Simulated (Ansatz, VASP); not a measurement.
## One calculation of WC, two programs

The input INCAR:

```
PREC     = Accurate       # precision mode
ENCUT    = 520            # plane-wave cutoff, eV
EDIFF    = 1E-6           # SCF threshold, eV
ISMEAR   = 0              # smearing method
SIGMA    = 0.15           # smearing width, eV
LREAL    = F              # projectors in reciprocal space
LASPH    = T              # aspherical terms in the spheres
NELM     = 80             # most SCF steps
ALGO     = Normal         # electronic algorithm
ISIF     = 2              # what is computed and relaxed
LWAVE    = F              # write WAVECAR
LCHARG   = F              # write CHGCAR
GGA      = PE             # functional
NBANDS   = 16             # bands
```

File KPOINTS:

```
Automatic mesh
0
Gamma
  24 24 24
```

File POSCAR:

```
WC
1.0
    2.7494923917      0.0000000000      0.0000000000
   -1.3747461959      2.3811302588      0.0000000000
    0.0000000000      0.0000000000      3.2150411793
W C
1 1
Direct
    0.0000000000      0.0000000000      0.0000000000
    0.6666666667      0.3333333333      0.5000000000
```

Input for Ansatz:

```yaml
crystal:
  lattice:
    - [2.7494923917, 0.0, 0.0]
    - [-1.3747461959, 2.3811302588, 0.0]
    - [0.0, 0.0, 3.2150411793]
  atoms:
    - { symbol: W, position: [0.0, 0.0, 0.0] }
    - { symbol: C, position: [0.6666666667, 0.3333333333, 0.5] }
basis:
  ecutwfc: 420
kpoints:
  mp_grid: { grid: [24, 24, 24] }
hamiltonian:
  xc: pbe
scf:
  occupations: { method: gaussian, width: 0.15 }
output:
  forces: true
  stress: true
  eigenvalues: true
```

Alike in both runs: task single point; functional PBE; k mesh 24 × 24 × 24; occupations gaussian, width 0.15 eV; no spin polarisation.

|  | VASP | Ansatz |
| --- | --- | --- |
| version | VASP 6.6.1 | Ansatz 0.2.0 |
| potentials or method | VASP PAW PBE potentials, release 64 (W_sv, C), cutoff 520 eV | scalar-relativistic, plane waves, PAW |
| valence electrons in the cell | 18 | 18 |

|  | VASP | Ansatz | Ansatz less VASP |
| --- | --- | --- | --- |
| gap on the k mesh at the Fermi level (eV) | none | none | - |
| pressure (GPa) | 2.9 | 1.8 | -1.10 |
| traceless stress, the component that is largest in VASP (GPa) | -76.12 | -76.03 | +0.090 |

A gap of «none» marks a metal or a gap that the smearing closes. With one functional, cell and mesh, what is left measures potentials, basis and numerics.

Neither program's run includes spin-orbit coupling.
